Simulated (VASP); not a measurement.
Input of a VASP 6.6.1 run:

The input INCAR:

```
PREC = Accurate
ENCUT = 520
EDIFF = 1E-6
ISMEAR = 1
SIGMA = 0.05
LREAL = F
LASPH = T
NELM = 80
ALGO = Normal
ISIF = 2
LWAVE = F
LCHARG = F
NBANDS = 31
```

KPOINTS

```
Automatic mesh
0
Gamma
  11 11 11
```

The input POSCAR:

```
SrCd3
1.0
    0.0000000000      3.6013930667      3.6013930667
    3.6013930667      0.0000000000      3.6013930667
    3.6013930667      3.6013930667      0.0000000000
Sr Cd
1 3
Direct
    0.0000000000      0.0000000000      0.0000000000
    0.2500000000      0.2500000000      0.2500000000
    0.7500000000      0.7500000000      0.7500000000
    0.5000000000      0.5000000000      0.5000000000
```

Potentials or basis: VASP PAW LDA potentials, release 64 (Sr_sv, Cd).

Launch:

```bash
$ cat potpaw_LDA.64/Sr_sv/POTCAR potpaw_LDA.64/Cd/POTCAR > POTCAR
$ mpirun -np 1 vasp_std > vasp.out
```

Estimate the pressure.

0.4 GPa.

What does it give for the band gap on the k mesh?

Zero (bands 23 and 24 overlap by 1.38 eV).
